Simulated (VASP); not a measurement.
Set up this calculation in VASP 6.6.1, as the native input.

- Task: single point
- Functional: PBEsol
- Potentials or basis: VASP PAW PBE potentials, release 64 (Pt)
- Cutoff: 520 eV
- k mesh: 24 × 24 × 24
- Occupations: fermi-dirac, width 0.1 eV
- Spin: no spin polarisation
- Dipole correction: no
- Further INCAR settings: ALGO = Normal; EDIFF = 1e-06; NBANDS = 11

The structure of Pt lies in POSCAR:

```
Pt
1.0
    0.0000000000      1.9553945898      1.9553945898
    1.9553945898      0.0000000000      1.9553945898
    1.9553945898      1.9553945898      0.0000000000
Pt
1
Direct
    0.0000000000      0.0000000000      0.0000000000
```

The input as run:

INCAR

```
ALGO = Normal
EDIFF = 1E-6
ENCUT = 520
GGA = PS
ISIF = 2
ISMEAR = -1
LASPH = T
LCHARG = F
LREAL = F
LWAVE = F
NBANDS = 11
NELM = 60
PREC = Accurate
SIGMA = 0.1
```

KPOINTS

```
k-points
0
Gamma
  24 24 24
```

Potentials or basis: VASP PAW PBE potentials, release 64 (Pt).

Launch:

```sh
$ cat potpaw_PBE.64/Pt/POTCAR > POTCAR
$ mpirun -np 1 vasp_std > vasp.out
```

It gave:

```
Pressure               : 1.6 GPa
Band gap on the k mesh : zero (band 5 reaches 11.77 eV, above the bottom of band 6 at 9.50 eV)
```

Caveat: the PAW data sets were made with another functional, which shifts forces and pressure a little; spin-orbit coupling is left out, which moves the levels of the heavy elements.

Wall time 49 s on 1 thread of Intel(R) Xeon(R) Platinum 8488C (Sapphire Rapids) (shared host), peak memory 0.2 GiB.
